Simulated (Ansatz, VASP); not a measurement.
Two plane-wave programs on Sb2Pt

```
Sb Pt
1.0
     0.00000    3.29904    3.29904
     3.29904    0.00000    3.29904
     3.29904    3.29904    0.00000
Sb Pt
2 1
Direct
  0.25000 0.25000 0.25000
  0.75000 0.75000 0.75000
  0.00000 0.00000 0.00000
```

Alike in both runs: functional r2SCAN; k mesh 6 × 6 × 6; occupations gaussian, width 0.1 eV; no spin polarisation.

Ansatz relaxed the structure, and its values are those at the end. VASP's run is a single point on that final structure, the one shown.

```csv
,VASP,Ansatz
version,VASP 6.6.1,Ansatz 0.2.0
potentials or method,"VASP PAW PBE potentials, release 64 (Sb, Pt), cutoff 520 eV","scalar-relativistic, plane waves, PAW"
valence electrons in the cell,20,48
```

|  | VASP | Ansatz | Ansatz less VASP |
| --- | --- | --- | --- |
| gap on the k mesh at the Fermi level (eV) | none | none | - |
| pressure (GPa) | -0.2 | 0.0 | +0.13 |

VASP's potentials were made for PBE, not for r2SCAN. A gap of «none» marks a metal or a gap that the smearing closes. VASP's potentials hold 20 valence electrons a cell and Ansatz's 48, so a difference there can come from the potentials and not from the codes.

Neither program's run includes spin-orbit coupling.
